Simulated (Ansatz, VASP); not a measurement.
SrO: VASP beside Ansatz

```
Sr O
1.0
     3.48948    0.00000    0.00000
    -1.74474    3.08585    0.00000
     0.00000    0.00000    6.25510
Sr O
2 2
Direct
  0.00000 0.00000 0.00000
  0.00000 0.00000 0.50000
  0.33149 0.66298 0.25000
  0.66851 0.33702 0.75000
```

Change from the starting cell: uniaxial_x strain -2.1%.

Alike in both runs: task single point; functional r2SCAN; k mesh 12 × 12 × 4; no spin polarisation.

```csv
,VASP,Ansatz
version,VASP 6.6.1,Ansatz 0.2.0
potentials or method,"VASP PAW PBE potentials, release 64 (Sr_sv, O)","plane waves, PAW"
plane-wave cutoff (eV),520,500
occupations,"gaussian, width 0.01 eV",fixed
valence electrons in the cell,32,32
```

|  | VASP | Ansatz | Ansatz less VASP |
| --- | --- | --- | --- |
| gap on the k mesh at the Fermi level (eV) | 3.91 | 3.95 | +0.044 |
| pressure (GPa) | 2.5 | 1.9 | -0.63 |
| traceless stress, the component that is largest in VASP (GPa) | 1.76 | 1.80 | +0.038 |

VASP's potentials were made for PBE, not for r2SCAN.
